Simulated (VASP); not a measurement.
# Rb2CdSe2O6 (R-3m) in VASP: single point with PBE

Aim: the single point of Rb2CdSe2O6 with PBE.

Everything below comes from runs of VASP 6.6.1. Logs are shortened: lines on timing, memory, paths and dates and some standing lists are left out, and cuts for length are marked.

**1. The cell of the first run**

The structure is trigonal, space group R-3m (No. 166). The conventional cell has a = 5.750 Å, b = 5.750 Å, c = 19.669 Å, α = 90.00°, β = 90.00°, γ = 120.00°. Rb (site symmetry 3m) has 9 O at 2.94 to 3.09 Å and 4 Se at 3.47 to 3.81 Å and 3 Rb at 3.54 Å and 1 Cd at 3.89 Å within 3.9 Å. Within 3.1 Å of Cd (site symmetry -3m) lie 6 O at 2.34 Å. Within 2.3 Å of Se (site symmetry 3m) lie 3 O at 1.72 Å. Within 2.4 Å of O (site symmetry m) lie 1 Se at 1.72 Å and 1 Cd at 2.34 Å.

**2. Single point, PBE**

INCAR reads:

```
SYSTEM = Rb2CdSe2O6
PREC = Accurate
ENCUT = 520
EDIFF = 1E-6
ISMEAR = -1
SIGMA = 0.02
LREAL = .FALSE.
LASPH = .TRUE.
NELM = 80
ALGO = Normal
ISIF = 2
LWAVE = .FALSE.
LCHARG = .FALSE.
GGA = PE
NBANDS = 50
```

KPOINTS reads:

```
regular mesh
0
G
  4 4 4
  0 0 0
```

POSCAR reads:

```
Rb2CdSe2O6
1.0
    2.8751508921      1.6599691415      6.5561700000
   -2.8751508921      1.6599691415      6.5561700000
    0.0000000000     -3.3199382831      6.5561700000
Rb Cd Se O
2 1 2 6
Direct
    0.8022830845      0.8022830845      0.8022830845
    0.1977169155      0.1977169155      0.1977169155
    0.0000000000      0.0000000000      0.0000000000
    0.6258833531      0.6258833531      0.6258833531
    0.3741166469      0.3741166469      0.3741166469
    0.7448225625      0.2765569563      0.7448225625
    0.7448225625      0.7448225625      0.2765569563
    0.2765569563      0.7448225625      0.7448225625
    0.2551774375      0.7234430437      0.2551774375
    0.7234430437      0.2551774375      0.2551774375
    0.2551774375      0.2551774375      0.7234430437
```

Potentials or basis: VASP PAW PBE potentials, release 64 (Rb_sv, Cd, Se, O).

Command:

```bash
cat potpaw_PBE.64/Rb_sv/POTCAR potpaw_PBE.64/Cd/POTCAR potpaw_PBE.64/Se/POTCAR potpaw_PBE.64/O/POTCAR > POTCAR
mpirun -np 1 vasp_std > vasp.out
```

OUTCAR:

```text
SYSTEM = Rb2CdSe2O6
   PREC = Accurate
   ENCUT = 520
   EDIFF = 1E-6
   ISMEAR = -1
   LREAL = .FALSE.
   LASPH = .TRUE.
   NELM = 80
   ISIF = 2
   GGA = PE

 ion  position               nearest neighbor table
   1  0.802  0.802  0.802-   6 2.94   8 2.94   7 2.94  11 3.09  11 3.09   9 3.09  10 3.09   9 3.09
                            10 3.09   4 3.47   2 3.54   2 3.54   2 3.54   5 3.81   5 3.81   5 3.81
   2  0.198  0.198  0.198-   9 2.94  10 2.94  11 2.94   7 3.09   7 3.09   8 3.09   6 3.09   8 3.09
                             6 3.09   5 3.47   1 3.54   1 3.54   1 3.54   4 3.81   4 3.81   4 3.81
   3  0.000  0.000  0.000-   6 2.34   8 2.34   9 2.34  10 2.34   7 2.34  11 2.34   1 3.89   2 3.89
                             1 4.26   1 4.26   2 4.26   2 4.26   1 4.26   2 4.26
   4  0.626  0.626  0.626-   6 1.72   8 1.72   7 1.72   1 3.47   2 3.81   2 3.81   2 3.81
   5  0.374  0.374  0.374-   9 1.72  10 1.72  11 1.72   2 3.47   1 3.81   1 3.81   1 3.81
   6  0.745  0.277  0.745-   4 1.72   3 2.34   1 2.94   2 3.09   2 3.09
   7  0.745  0.745  0.277-   4 1.72   3 2.34   1 2.94   2 3.09   2 3.09
   8  0.277  0.745  0.745-   4 1.72   3 2.34   1 2.94   2 3.09   2 3.09
   9  0.255  0.723  0.255-   5 1.72   3 2.34   2 2.94   1 3.09   1 3.09
  10  0.723  0.255  0.255-   5 1.72   3 2.34   2 2.94   1 3.09   1 3.09
  11  0.255  0.255  0.723-   5 1.72   3 2.34   2 2.94   1 3.09   1 3.09

  LATTYP: Found a trigonal (rhomboedric) cell.
 ALAT       =     7.3488335994
 COS(alpha) =     0.6938639655

  Lattice vectors:

 A1 = (   2.8751508921,   1.6599691415,   6.5561700000)
 A2 = (  -2.8751508921,   1.6599691415,   6.5561700000)
 A3 = (   0.0000000000,  -3.3199382831,   6.5561700000)

Analysis of symmetry for initial positions (statically):
=====================================================================
 Subroutine PRICEL returns:
 Original cell was already a primitive cell.

 Routine SETGRP: Setting up the symmetry group for a
 trigonal (rhombohedral) supercell.

 Subroutine GETGRP returns: Found 12 space group operations
 (whereof 12 operations were pure point group operations)
 out of a pool of 12 trial point group operations.

The static configuration has the point symmetry D_3d.

Analysis of symmetry for dynamics (positions and initial velocities):
=====================================================================
 Subroutine PRICEL returns:
 Original cell was already a primitive cell.

 Routine SETGRP: Setting up the symmetry group for a
 trigonal (rhombohedral) supercell.

 Subroutine GETGRP returns: Found 12 space group operations
 (whereof 12 operations were pure point group operations)
 out of a pool of 12 trial point group operations.

The dynamic configuration has the point symmetry D_3d.

 Subroutine INISYM returns: Found 12 space group operations
 (whereof 12 operations are pure point group operations),
 and found     1 'primitive' translations

----------------------------------------------------------------------------------------

                                     Primitive cell

  volume of cell :     187.7423

  direct lattice vectors                    reciprocal lattice vectors
     2.875150892  1.659969141  6.556170000     0.173903916  0.100403473  0.050842692
    -2.875150892  1.659969141  6.556170000    -0.173903916  0.100403473  0.050842692
     0.000000000 -3.319938283  6.556170000     0.000000000 -0.200806946  0.050842692

  length of vectors
     7.348833599  7.348833599  7.348833599     0.207143450  0.207143450  0.207143450

  position of ions in fractional coordinates (direct lattice)
     0.802283084  0.802283084  0.802283084
     0.197716916  0.197716916  0.197716916
     0.000000000  0.000000000  0.000000000
     0.625883353  0.625883353  0.625883353
     0.374116647  0.374116647  0.374116647
     0.744822562  0.276556956  0.744822562
     0.744822562  0.744822562  0.276556956
     0.276556956  0.744822562  0.744822562
     0.255177438  0.723443044  0.255177438
     0.723443044  0.255177438  0.255177438
     0.255177438  0.255177438  0.723443044

  ion indices of the primitive-cell ions
   primitive index   ion index
                 1           1
                 2           2
                 3           3
                 4           4
                 5           5
                 6           6
                 7           7
                 8           8
                 9           9
                10          10
                11          11

----------------------------------------------------------------------------------------

 KPOINTS: regular mesh

Automatic generation of k-mesh.
 Grid dimensions read from file:
 generate k-points for:    4    4    4

 Generating k-lattice:

  Cartesian coordinates                     Fractional coordinates (reciprocal lattice)
     0.043475979  0.025100868  0.012710673     0.250000000 -0.000000000  0.000000000
    -0.043475979  0.025100868  0.012710673    -0.000000000  0.250000000  0.000000000
     0.000000000 -0.050201736  0.012710673     0.000000000  0.000000000  0.250000000

  Length of vectors
     0.051785862  0.051785862  0.051785862

  Shift w.r.t. Gamma in fractional coordinates (k-lattice)
     0.000000000  0.000000000  0.000000000

 Subroutine IBZKPT returns following result:
 ===========================================

 Found     13 irreducible k-points:

 Following reciprocal coordinates:
            Coordinates               Weight
  0.000000  0.000000  0.000000      1.000000
  0.250000  0.000000  0.000000      6.000000
  0.500000  0.000000  0.000000      3.000000
  0.250000  0.250000  0.000000      6.000000
  0.500000  0.250000  0.000000     12.000000
 -0.250000  0.250000  0.000000      6.000000
  0.500000  0.500000  0.000000      3.000000
  0.250000  0.250000  0.250000      2.000000
  0.500000  0.250000  0.250000      6.000000
 -0.250000  0.250000  0.250000      6.000000
  0.500000  0.500000  0.250000      6.000000
 -0.250000  0.500000  0.250000      6.000000
  0.500000  0.500000  0.500000      1.000000
   k-points           NKPTS =     13   k-points in BZ     NKDIM =     13   number of bands    NBANDS=     50
   number of dos      NEDOS =    301   number of ions     NIONS =     11
   total plane-waves  NPLWV = 175616
   dimension x,y,z NGX =    56 NGY =   56 NGZ =   56
   dimension x,y,z NGXF=   112 NGYF=  112 NGZF=  112
   ions per type =               2   1   2   6
   NGX,Y,Z   is equivalent  to a cutoff of  12.67, 12.67, 12.67 a.u.
   NGXF,Y,Z  is equivalent  to a cutoff of  25.34, 25.34, 25.34 a.u.
 SYSTEM =  Rb2CdSe2O6
   PREC   = accura    normal or accurate (medium, high low for compatibility)
   ISTART =      0    job   : 0-new  1-cont  2-samecut
   ICHARG =      2    charge: 1-file 2-atom 10-const
   ISPIN  =      1    spin polarized calculation?
   LNONCOLLINEAR =      F non collinear calculations
   LSORBIT =      F    spin-orbit coupling
   LASPH  =      T    aspherical Exc in radial PAW
   ENCUT  =  520.0 eV  38.22 Ry    6.18 a.u.  13.66 13.66 13.66*2*pi/ulx,y,z
   NELM   =     80;   NELMIN=  2; NELMDL= -5     # of ELM steps
   EDIFF  = 0.1E-05   stopping-criterion for ELM
   LREAL  =      F    real-space projection
   EDIFFG = 0.1E-04   stopping-criterion for IOM
   NSW    =      0    number of steps for IOM
   IBRION =     -1    ionic relax: 0-MD 1-quasi-New 2-CG
   NFREE  =      0    steps in history (QN), initial steepest desc. (CG)
   ISIF   =      2    stress and relaxation
   ISYM   =      2    0-nonsym 1-usesym 2-fastsym
   POTIM  = 0.5000    time-step for ionic-motion
   TEBEG  =    0.0;   TEEND  =   0.0 temperature during run
   PSTRESS=    0.0 pullay stress
   NELECT =      78.0000    total number of electrons
   NUPDOWN=      -1.0000    fix difference up-down
   EMIN   =  10.00;   EMAX   =-10.00  energy-range for DOS
   EFERMI =   0.00;   METHOD = LEGACY
   ISMEAR =    -1;   SIGMA  =   0.02  broadening in eV -4-tet -1-fermi 0-gaus
   EFERMI_NEDOS =   21; number of points for ismear=-14 and -15
   IALGO  =     38    algorithm
   IMIX   =      4    mixing-type and parameters
     AMIX     =   0.40;   BMIX     =  1.00
     AMIX_MAG =   1.60;   BMIX_MAG =  1.00
  volume/ion in A,a.u.               =      17.07       115.18
  Fermi-wavevector in a.u.,A,eV,Ry     =   1.221572  2.308436 20.303126  1.492238
  Thomas-Fermi vector in A             =   2.356749
   LORBIT       =      0    0 simple, 1 ext, 2 COOP (PROOUT), +10 PAW based schemes
   GGA     = PE    functional components
   LHFCALC =     F    Hartree Fock is set to
   AEXX    =    0.0000 exact exchange contribution
   IVDW    =     0    specifies the selected vdW correction
   LEPSILON=     F    determine dielectric tensor
   LRPA    =     F    only Hartree local field effects (RPA)
 non-spin polarized calculation
  energy-cutoff  :      520.00
  volume of cell :      187.74
 maximum number of plane-waves:      5113
 NGX is ok and might be reduce to    56
   NGX = 27   NGY = 27   NGZ = 27

 number of electron      78.0000006 magnetization

 Free energy of the ion-electron system (eV)
  ---------------------------------------------------
  ext. energy  EPLUGINS =         0.00000000
  ---------------------------------------------------
  free energy    TOTEN  =       -53.28770751 eV

  energy without entropy =      -53.28770751  energy(sigma->0) =      -53.28770751

 E-fermi :   1.0248     XC(G=0):  -9.3948

 val. band max:        0.5362274087   @ k =  -0.2500   0.5000   0.2500
 cond. band min:       4.3956684373   @ k =   0.0000   0.0000   0.0000
 fundamental gap:      3.8594410286
 Fermi energy:         1.0247573703

 k-point     1 :       0.0000    0.0000    0.0000
  band No.  band energies     occupation
      1     -23.8864      2.00000
      2     -23.7247      2.00000
      3     -19.1965      2.00000
      4     -19.0355      2.00000
      5     -16.4881      2.00000
      6     -16.4881      2.00000
[... 42 lines left out ...]
     49       9.7738      0.00000
     50       9.8186      0.00000
[... 634 lines left out ...]
     49       9.5242      0.00000
     50       9.5433      0.00000

------------------------ aborting loop because EDIFF is reached ----------------------------------------

  FORCE on cell =-STRESS in cart. coord.  units (eV):
  Direction    XX          YY          ZZ          XY          YZ          ZX
  --------------------------------------------------------------------------------------
  -------------------------------------------------------------------------------------
  Total        4.3706252      4.3706252      3.2918976      0.0000000     -0.0000000      0.0000000
  in kB       37.2985576     37.2985576     28.0927844      0.0000000     -0.0000000      0.0000000
  external PRESSURE =      34.2299665 kB  Pullay stress =       0.0000000 kB

 VOLUME and BASIS-vectors are now :
 -----------------------------------------------------------------------------
  energy-cutoff  :      520.00
  volume of cell :      187.74
      direct lattice vectors                 reciprocal lattice vectors
     2.875150892  1.659969141  6.556170000     0.173903916  0.100403473  0.050842692
    -2.875150892  1.659969141  6.556170000    -0.173903916  0.100403473  0.050842692
     0.000000000 -3.319938283  6.556170000     0.000000000 -0.200806946  0.050842692

 POSITION                                       TOTAL-FORCE (eV/Angst)
 -----------------------------------------------------------------------------------
      0.00000     -0.00000     15.77971         0.000000     -0.000000      0.002058
      0.00000     -0.00000      3.88880         0.000000      0.000000     -0.002058
      0.00000      0.00000      0.00000         0.000000     -0.000000     -0.000000
      0.00000     -0.00000     12.31019         0.000000     -0.000000      0.265634
      0.00000     -0.00000      7.35832         0.000000      0.000000     -0.265634
      1.34633     -0.77731     11.57952         0.129543     -0.074792     -0.110203
      0.00000      1.55461     11.57952         0.000000      0.149583     -0.110203
     -1.34633     -0.77731     11.57952        -0.129543     -0.074792     -0.110203
     -1.34633      0.77731      8.08899        -0.129543      0.074792      0.110203
      1.34633      0.77731      8.08899         0.129543      0.074792      0.110203
      0.00000     -1.55461      8.08899         0.000000     -0.149583      0.110203
 -----------------------------------------------------------------------------------
    total drift:                               -0.000000      0.000000     -0.000000

  FREE ENERGIE OF THE ION-ELECTRON SYSTEM (eV)
  ---------------------------------------------------
  free  energy   TOTEN  =       -53.2877075102 eV

  energy  without entropy=      -53.2877075101  energy(sigma->0) =      -53.28770751
```

Run time: 4.7 min. Hardware: 1 thread of Intel Xeon Platinum 8488C (Sapphire Rapids), shared host; peak memory 0.46 GiB.

Results:

- Free energy: -53.2877 eV
- Pressure: 3.4 GPa
- Largest force: 0.266 eV/Å
- Band gap on the k mesh: 3.86 eV (least direct gap 4.00 eV)

Forces on the atoms (eV/Å):
```
Rb   0.000  0.000  0.002
Rb   0.000  0.000 -0.002
Cd   0.000  0.000  0.000
Se   0.000  0.000  0.266
Se   0.000  0.000 -0.266
O    0.130 -0.075 -0.110
O    0.000  0.150 -0.110
O   -0.130 -0.075 -0.110
O   -0.130  0.075  0.110
O    0.130  0.075  0.110
O    0.000 -0.150  0.110
```

Caveat: the cell stands under pressure.
